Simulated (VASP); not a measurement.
# Ge2Sb2Te5 (P-3m1) in VASP: single point with PBEsol

Aim: the single point of Ge2Sb2Te5 with PBEsol.

Program: VASP 6.6.1. These are calculated values, not measurements. Logs are shortened: lines on timing, memory, paths and dates and some standing lists are left out, and cuts for length are marked.

## (1) The cell of the first run

Symmetry: P-3m1, No. 164, trigonal system. The conventional cell has a = 4.202 Å, b = 4.202 Å, c = 16.251 Å, α = 90.00°, β = 90.00°, γ = 120.00°. Within 3.7 Å of Ge (site symmetry 3m) lie 6 Te at 2.77 to 3.10 Å. Sb (site symmetry 3m) has 6 Te at 2.94 to 3.08 Å within 3.9 Å. Te (site symmetry -3m) has 6 Sb at 3.08 Å and 12 Te at 4.20 to 4.31 Å within 4.4 Å. Within 3.9 Å of Te (site symmetry 3m) lie 3 Sb at 2.94 Å and 3 Ge at 3.10 Å. Te (site symmetry 3m) has 3 Ge at 2.77 Å and 3 Te at 3.54 Å within 3.7 Å.

## (2) Single point, PBEsol (strain +0.000 along x and y, -0.050 along z)

Input file INCAR:

```
SYSTEM = Ge2Sb2Te5
PREC = Accurate
ENCUT = 520
EDIFF = 1E-6
ISMEAR = 0
SIGMA = 0.15
LREAL = .FALSE.
LASPH = .TRUE.
NELM = 80
ALGO = Normal
ISIF = 2
LWAVE = .FALSE.
LCHARG = .FALSE.
GGA = PS
NBANDS = 44
```

Input file KPOINTS:

```
Automatic mesh
0
G
  12 12 4
  0 0 0
```

Input file POSCAR:

```
Ge2Sb2Te5
1.0
    4.2017341377      0.0000000000      0.0000000000
   -2.1008670688      3.6388085032      0.0000000000
    0.0000000000      0.0000000000     16.2507807014
Ge Sb Te
2 2 5
Direct
    0.0000000000      0.0000000000      0.3381075982
    0.0000000000      0.0000000000      0.6618924018
    0.3333333333      0.6666666667      0.1166940723
    0.6666666667      0.3333333333      0.8833059277
    0.0000000000      0.0000000000      0.0000000000
    0.3333333333      0.6666666667      0.7810582678
    0.6666666667      0.3333333333      0.2189417322
    0.3333333333      0.6666666667      0.4206821615
    0.6666666667      0.3333333333      0.5793178385
```

Potentials or basis: VASP PAW PBE potentials, release 64 (Ge_d, Sb, Te).

Run with:

```sh
cat potpaw_PBE.64/Ge_d/POTCAR potpaw_PBE.64/Sb/POTCAR potpaw_PBE.64/Te/POTCAR > POTCAR
mpirun -np 1 vasp_std > vasp.out
```

OUTCAR:

```text
SYSTEM = Ge2Sb2Te5
   PREC = Accurate
   ENCUT = 520
   EDIFF = 1E-6
   ISMEAR = 0
   LREAL = .FALSE.
   LASPH = .TRUE.
   NELM = 80
   ISIF = 2
   GGA = PS

 ion  position               nearest neighbor table
   1  0.000  0.000  0.338-   8 2.77   8 2.77   8 2.77   7 3.10   7 3.10   7 3.10
   2  0.000  0.000  0.662-   9 2.77   9 2.77   9 2.77   6 3.10   6 3.10   6 3.10
   3  0.333  0.667  0.117-   7 2.94   7 2.94   7 2.94   5 3.08   5 3.08   5 3.08
   4  0.667  0.333  0.883-   6 2.94   6 2.94   6 2.94   5 3.08   5 3.08   5 3.08
   5  0.000  0.000  0.000-   3 3.08   4 3.08   3 3.08   4 3.08   4 3.08   3 3.08
   6  0.333  0.667  0.781-   4 2.94   4 2.94   4 2.94   2 3.10   2 3.10   2 3.10
   7  0.667  0.333  0.219-   3 2.94   3 2.94   3 2.94   1 3.10   1 3.10   1 3.10
   8  0.333  0.667  0.421-   1 2.77   1 2.77   1 2.77   9 3.54   9 3.54   9 3.54
   9  0.667  0.333  0.579-   2 2.77   2 2.77   2 2.77   8 3.54   8 3.54   8 3.54

  LATTYP: Found a hexagonal cell.
 ALAT       =     4.2017341377
 C/A-ratio  =     3.8676365921

  Lattice vectors:

 A1 = (   4.2017341377,   0.0000000000,   0.0000000000)
 A2 = (  -2.1008670688,   3.6388085032,   0.0000000000)
 A3 = (   0.0000000000,   0.0000000000,  16.2507807014)

Analysis of symmetry for initial positions (statically):
=====================================================================
 Subroutine PRICEL returns:
 Original cell was already a primitive cell.

 Routine SETGRP: Setting up the symmetry group for a
 hexagonal supercell.

 Subroutine GETGRP returns: Found 12 space group operations
 (whereof 12 operations were pure point group operations)
 out of a pool of 24 trial point group operations.

The static configuration has the point symmetry D_3d.

Analysis of symmetry for dynamics (positions and initial velocities):
=====================================================================
 Subroutine PRICEL returns:
 Original cell was already a primitive cell.

 Routine SETGRP: Setting up the symmetry group for a
 hexagonal supercell.

 Subroutine GETGRP returns: Found 12 space group operations
 (whereof 12 operations were pure point group operations)
 out of a pool of 24 trial point group operations.

The dynamic configuration has the point symmetry D_3d.

 Subroutine INISYM returns: Found 12 space group operations
 (whereof 12 operations are pure point group operations),
 and found     1 'primitive' translations

----------------------------------------------------------------------------------------

                                     Primitive cell

  volume of cell :     248.4632

  direct lattice vectors                    reciprocal lattice vectors
     4.201734138  0.000000000  0.000000000     0.237996972  0.137407616  0.000000000
    -2.100867069  3.638808503  0.000000000     0.000000000  0.274815231  0.000000000
     0.000000000  0.000000000 16.250780701     0.000000000  0.000000000  0.061535505

  length of vectors
     4.201734138  4.201734138 16.250780701     0.274815231  0.274815231  0.061535505

  position of ions in fractional coordinates (direct lattice)
     0.000000000  0.000000000  0.338107598
     0.000000000  0.000000000  0.661892402
     0.333333333  0.666666667  0.116694072
     0.666666667  0.333333333  0.883305928
     0.000000000  0.000000000  0.000000000
     0.333333333  0.666666667  0.781058268
     0.666666667  0.333333333  0.218941732
     0.333333333  0.666666667  0.420682161
     0.666666667  0.333333333  0.579317839

  ion indices of the primitive-cell ions
   primitive index   ion index
                 1           1
                 2           2
                 3           3
                 4           4
                 5           5
                 6           6
                 7           7
                 8           8
                 9           9

----------------------------------------------------------------------------------------

 KPOINTS: Automatic mesh

Automatic generation of k-mesh.
 Grid dimensions read from file:
 generate k-points for:   12   12    4

 Generating k-lattice:

  Cartesian coordinates                     Fractional coordinates (reciprocal lattice)
     0.019833081  0.011450635  0.000000000     0.083333333  0.000000000  0.000000000
     0.000000000  0.022901269  0.000000000     0.000000000  0.083333333  0.000000000
     0.000000000  0.000000000  0.015383876     0.000000000  0.000000000  0.250000000

  Length of vectors
     0.022901269  0.022901269  0.015383876

  Shift w.r.t. Gamma in fractional coordinates (k-lattice)
     0.000000000  0.000000000  0.000000000

 Subroutine IBZKPT returns following result:
 ===========================================

 Found     69 irreducible k-points:

 Following reciprocal coordinates:
            Coordinates               Weight
  0.000000  0.000000  0.000000      1.000000
  0.083333  0.000000  0.000000      6.000000
  0.166667  0.000000  0.000000      6.000000
  0.250000  0.000000  0.000000      6.000000
  0.333333  0.000000  0.000000      6.000000
  0.416667  0.000000  0.000000      6.000000
[... 16 lines left out ...]
  0.166667  0.000000  0.250000      6.000000
  0.000000  0.166667  0.250000      6.000000
 [... further k-points ...]
   k-points           NKPTS =     69   k-points in BZ     NKDIM =     69   number of bands    NBANDS=     44
   number of dos      NEDOS =    301   number of ions     NIONS =      9
   total plane-waves  NPLWV = 129024
   dimension x,y,z NGX =    32 NGY =   32 NGZ =  126
   dimension x,y,z NGXF=    64 NGYF=   64 NGZF=  252
   ions per type =               2   2   5
   NGX,Y,Z   is equivalent  to a cutoff of  12.66, 12.66, 12.89 a.u.
   NGXF,Y,Z  is equivalent  to a cutoff of  25.32, 25.32, 25.78 a.u.
 SYSTEM =  Ge2Sb2Te5
   PREC   = accura    normal or accurate (medium, high low for compatibility)
   ISTART =      0    job   : 0-new  1-cont  2-samecut
   ICHARG =      2    charge: 1-file 2-atom 10-const
   ISPIN  =      1    spin polarized calculation?
   LNONCOLLINEAR =      F non collinear calculations
   LSORBIT =      F    spin-orbit coupling
   LASPH  =      T    aspherical Exc in radial PAW
   ENCUT  =  520.0 eV  38.22 Ry    6.18 a.u.   7.81  7.81 30.22*2*pi/ulx,y,z
   NELM   =     80;   NELMIN=  2; NELMDL= -5     # of ELM steps
   EDIFF  = 0.1E-05   stopping-criterion for ELM
   LREAL  =      F    real-space projection
   EDIFFG = 0.1E-04   stopping-criterion for IOM
   NSW    =      0    number of steps for IOM
   IBRION =     -1    ionic relax: 0-MD 1-quasi-New 2-CG
   NFREE  =      0    steps in history (QN), initial steepest desc. (CG)
   ISIF   =      2    stress and relaxation
   ISYM   =      2    0-nonsym 1-usesym 2-fastsym
   POTIM  = 0.5000    time-step for ionic-motion
   TEBEG  =    0.0;   TEEND  =   0.0 temperature during run
   PSTRESS=    0.0 pullay stress
   NELECT =      68.0000    total number of electrons
   NUPDOWN=      -1.0000    fix difference up-down
   EMIN   =  10.00;   EMAX   =-10.00  energy-range for DOS
   EFERMI =   0.00;   METHOD = LEGACY
   ISMEAR =     0;   SIGMA  =   0.15  broadening in eV -4-tet -1-fermi 0-gaus
   EFERMI_NEDOS =   21; number of points for ismear=-14 and -15
   IALGO  =     38    algorithm
   IMIX   =      4    mixing-type and parameters
     AMIX     =   0.40;   BMIX     =  1.00
     AMIX_MAG =   1.60;   BMIX_MAG =  1.00
  volume/ion in A,a.u.               =      27.61       186.30
  Fermi-wavevector in a.u.,A,eV,Ry     =   1.062895  2.008581 15.371132  1.129746
  Thomas-Fermi vector in A             =   2.198362
   LORBIT       =      0    0 simple, 1 ext, 2 COOP (PROOUT), +10 PAW based schemes
   GGA     = PS    functional components
   LHFCALC =     F    Hartree Fock is set to
   AEXX    =    0.0000 exact exchange contribution
   IVDW    =     0    specifies the selected vdW correction
   LEPSILON=     F    determine dielectric tensor
   LRPA    =     F    only Hartree local field effects (RPA)
 non-spin polarized calculation
 Gauss-broadening in eV      SIGMA  =   0.15
  energy-cutoff  :      520.00
  volume of cell :      248.46
 maximum number of plane-waves:      6726
   NGX = 15   NGY = 15   NGZ = 61

 number of electron      68.0000016 magnetization

 Free energy of the ion-electron system (eV)
  ---------------------------------------------------
  ext. energy  EPLUGINS =         0.00000000
  ---------------------------------------------------
  free energy    TOTEN  =       -37.25214843 eV

  energy without entropy =      -37.23831294  energy(sigma->0) =      -37.24523068

 E-fermi :   7.2574     XC(G=0):  -9.9866

 val. band max:        7.2445329491   @ k =   0.0000   0.0000   0.5000
 cond. band min:       7.2578187181   @ k =   0.0000   0.2500   0.2500
 fundamental gap:      0.0132857690
 Fermi energy:         7.2574106573

 k-point     1 :       0.0000    0.0000    0.0000
  band No.  band energies     occupation
      1     -17.4602      2.00000
      2     -17.4602      2.00000
      3     -17.4602      2.00000
      4     -17.4602      2.00000
      5     -17.4456      2.00000
      6     -17.4456      2.00000
[... 36 lines left out ...]
     43       9.1610      0.00000
     44       9.5413      0.00000

 k-point     2 :       0.0833    0.0000    0.0000
  band No.  band energies     occupation
      1     -17.4604      2.00000
      2     -17.4604      2.00000
      3     -17.4600      2.00000
      4     -17.4600      2.00000
      5     -17.4457      2.00000
      6     -17.4457      2.00000
[... 36 lines left out ...]
     43       9.5698      0.00000
     44       9.7188      0.00000

 k-point     3 :       0.1667    0.0000    0.0000
  band No.  band energies     occupation
      1     -17.4610      2.00000
      2     -17.4610      2.00000
      3     -17.4595      2.00000
      4     -17.4595      2.00000
      5     -17.4460      2.00000
      6     -17.4460      2.00000
[... 976 lines left out ...]
     43       9.8875      0.00000
     44      10.3658      0.00000

 k-point    24 :       0.0000    0.1667    0.2500
  band No.  band energies     occupation
      1     -17.4610      2.00000
      2     -17.4610      2.00000
      3     -17.4595      2.00000
      4     -17.4595      2.00000
      5     -17.4460      2.00000
      6     -17.4460      2.00000
[... 36 lines left out ...]
     43      10.0155      0.00000
     44      10.2004      0.00000

 [... further k-points ...]

------------------------ aborting loop because EDIFF is reached ----------------------------------------

  FORCE on cell =-STRESS in cart. coord.  units (eV):
  Direction    XX          YY          ZZ          XY          YZ          ZX
  --------------------------------------------------------------------------------------
  -------------------------------------------------------------------------------------
  Total        4.1071131      4.1071131      7.0178146      0.0000000     -0.0000000      0.0000000
  in kB       26.4841018     26.4841018     45.2533230      0.0000000     -0.0000000      0.0000000
  external PRESSURE =      32.7405089 kB  Pullay stress =       0.0000000 kB

 VOLUME and BASIS-vectors are now :
 -----------------------------------------------------------------------------
  energy-cutoff  :      520.00
  volume of cell :      248.46
      direct lattice vectors                 reciprocal lattice vectors
     4.201734138  0.000000000  0.000000000     0.237996972  0.137407616  0.000000000
    -2.100867069  3.638808503  0.000000000     0.000000000  0.274815231  0.000000000
     0.000000000  0.000000000 16.250780701     0.000000000  0.000000000  0.061535505

 POSITION                                       TOTAL-FORCE (eV/Angst)
 -----------------------------------------------------------------------------------
      0.00000      0.00000      5.49451        -0.000000      0.000000     -0.239756
      0.00000      0.00000     10.75627         0.000000     -0.000000      0.239756
     -0.00000      2.42587      1.89637         0.000000     -0.000000     -0.167292
      2.10087      1.21294     14.35441        -0.000000      0.000000      0.167292
      0.00000      0.00000      0.00000         0.000000     -0.000000      0.000000
     -0.00000      2.42587     12.69281         0.000000     -0.000000     -0.397689
      2.10087      1.21294      3.55797        -0.000000      0.000000      0.397689
     -0.00000      2.42587      6.83641         0.000000     -0.000000      0.382152
      2.10087      1.21294      9.41437        -0.000000      0.000000     -0.382152
 -----------------------------------------------------------------------------------
    total drift:                               -0.000000     -0.000000      0.000000

  FREE ENERGIE OF THE ION-ELECTRON SYSTEM (eV)
  ---------------------------------------------------
  free  energy   TOTEN  =       -37.2521484269 eV

  energy  without entropy=      -37.2383129408  energy(sigma->0) =      -37.24523068
```

Run time: 26 min. Hardware: 1 thread of Intel Xeon 8259CL, shared host; peak memory 0.8 GiB.

Results:

```
Free energy            : -37.2521 eV
Pressure               : 3.3 GPa
Largest force          : 0.398 eV/Å
Band gap on the k mesh : zero (bands 34 and 35 overlap by 0.17 eV)
```

Forces in eV/Å, atoms in the order of the input:
```
Ge   0.000  0.000 -0.240
Ge   0.000  0.000  0.240
Sb   0.000  0.000 -0.167
Sb   0.000  0.000  0.167
Te   0.000  0.000  0.000
Te   0.000  0.000 -0.398
Te   0.000  0.000  0.398
Te   0.000  0.000  0.382
Te   0.000  0.000 -0.382
```

Caveat: the cell differs from its parent crystal (strain +0.000 along x and y, -0.050 along z); the cell stands under pressure; the PAW data sets were made with another functional, which shifts forces and pressure a little; spin-orbit coupling is left out, which moves the levels of the heavy elements.
